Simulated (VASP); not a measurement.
Input of a VASP 6.6.1 run:

Contents of INCAR:

```
SYSTEM = Li2S
ALGO = Normal
EDIFF = 1E-6
ENCUT = 750
GGA_COMPAT = .FALSE.
ISIF = 2
ISMEAR = -1
LASPH = .TRUE.
LCHARG = .FALSE.
LREAL = .FALSE.
LWAVE = .FALSE.
NBANDS = 13
NELM = 120
PREC = Accurate
SIGMA = 0.02
```

The input KPOINTS:

```
k-points
0
G
  7 7 7
  0 0 0
```

POSCAR

```
Li2S
1.0
    0.0000000000      2.8540000000      2.8254600000
    2.8540000000      0.0000000000      2.8254600000
    2.8540000000      2.8540000000      0.0000000000
Li S
2 1
Direct
    0.2500000000      0.2500000000      0.2500000000
    0.7500000000      0.7500000000      0.7500000000
    0.0000000000      0.0000000000      0.0000000000
```

Potentials or basis: VASP PAW LDA potentials, release 64 (Li_sv, S).

Launch:

```console
$ cat potpaw_LDA.64/Li_sv/POTCAR potpaw_LDA.64/S/POTCAR > POTCAR
$ mpirun -np 1 vasp_std > vasp.out
```

Task: Predict the pressure.

Result: -2.7 GPa.

Task: Estimate the band gap on the k mesh.

Result: 3.27 eV, indirect (least direct gap 4.07 eV).

Stress tensor (GPa, compression positive):
```
-2.94  0.00  0.00
 0.00 -2.94  0.00
 0.00  0.00 -2.28
```

Caveat: the cell differs from its parent crystal (zz strain of -1 %). A k mesh can miss the band edges.
